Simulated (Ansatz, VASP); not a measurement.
# I in VASP and in Ansatz

Contents of INCAR:

```
PREC     = Accurate       # precision mode
ENCUT    = 600            # plane-wave cutoff, eV
EDIFF    = 1E-7           # SCF threshold, eV
ISMEAR   = -1             # smearing method
SIGMA    = 0.05           # smearing width, eV
LREAL    = False          # projectors in reciprocal space
LASPH    = True           # aspherical terms in the spheres
NELM     = 80             # most SCF steps
ALGO     = Normal         # electronic algorithm
ISIF     = 3              # what is computed and relaxed
LWAVE    = False          # write WAVECAR
LCHARG   = False          # write CHGCAR
IBRION   = 2              # ionic algorithm
NSW      = 60             # ionic steps
EDIFFG   = -0.01          # ionic threshold
```

The input KPOINTS:

```
Automatic mesh
0
Gamma
  5 5 3
```

File POSCAR:

```
I
1.0
    3.6350350000     -2.3950200000      0.0000000000
    3.6350350000      2.3950200000      0.0000000000
    0.0000000000      0.0000000000      9.7934400000
I
4
Direct
    0.6493000000      0.3507000000      0.3844000000
    0.1493000000      0.8507000000      0.1156000000
    0.3507000000      0.6493000000      0.6156000000
    0.8507000000      0.1493000000      0.8844000000
```

The input input.yaml:

```yaml
crystal:
  lattice:
    - [3.635035, -2.39502, 0.0]
    - [3.635035, 2.39502, 0.0]
    - [0.0, 0.0, 9.79344]
  atoms:
    - { symbol: I, position: [0.6493, 0.3507, 0.3844] }
    - { symbol: I, position: [0.1493, 0.8507, 0.1156] }
    - { symbol: I, position: [0.3507, 0.6493, 0.6156] }
    - { symbol: I, position: [0.8507, 0.1493, 0.8844] }
hamiltonian:
  xc: lda
  pseudopotentials: { kind: paw }
kpoints:
  mp_grid: { grid: [5, 5, 3] }
scf:
  occupations: { method: fermi_dirac, width: 0.05 }
output:
  forces: true
  stress: true
  eigenvalues: true
  write_density: true
  write_potential: true
  elf: true
  volumetric_format: npy
relax:
  f_tol: 0.01
  max_steps: 40
  cell: { stress_tol: 0.05 }
```

Alike in both runs: task relaxation of cell and atoms; functional LDA; k mesh 5 × 5 × 3; occupations fermi-dirac, width 0.05 eV; no spin polarisation.

```csv
,VASP,Ansatz
version,VASP 6.6.1,Ansatz 0.2.0
potentials or method,"VASP PAW LDA potentials, release 64 (I)",Ansatz PAW
plane-wave cutoff (eV),600,420
valence electrons in the cell,28,68
```

|  | VASP | Ansatz | Ansatz less VASP |
| --- | --- | --- | --- |
| gap on the k mesh at the Fermi level, each at its own relaxed structure (eV) | 0.76 | 0.76 | -0.001 |
| relaxed volume (Å³/atom) | 37.00 | 36.99 | -0.009 |
| relaxed cell length with the largest relative difference (Å) | 9.603 | 9.578 | -0.0247 |

LDA's correlation is that of Perdew and Zunger in VASP and of Perdew and Wang (1992) in Ansatz. VASP's potentials hold 28 valence electrons a cell and Ansatz's 68, so a difference there can come from the potentials and not from the codes.

Neither program's run includes spin-orbit coupling. Noted on Ansatz's run: odd divisions of the mesh miss points on the zone boundary, where band edges often lie, so the gap on the mesh can be too wide; the plane-wave basis is chosen anew once the cell has moved, so the energies of steps on either side of that aren't comparable.
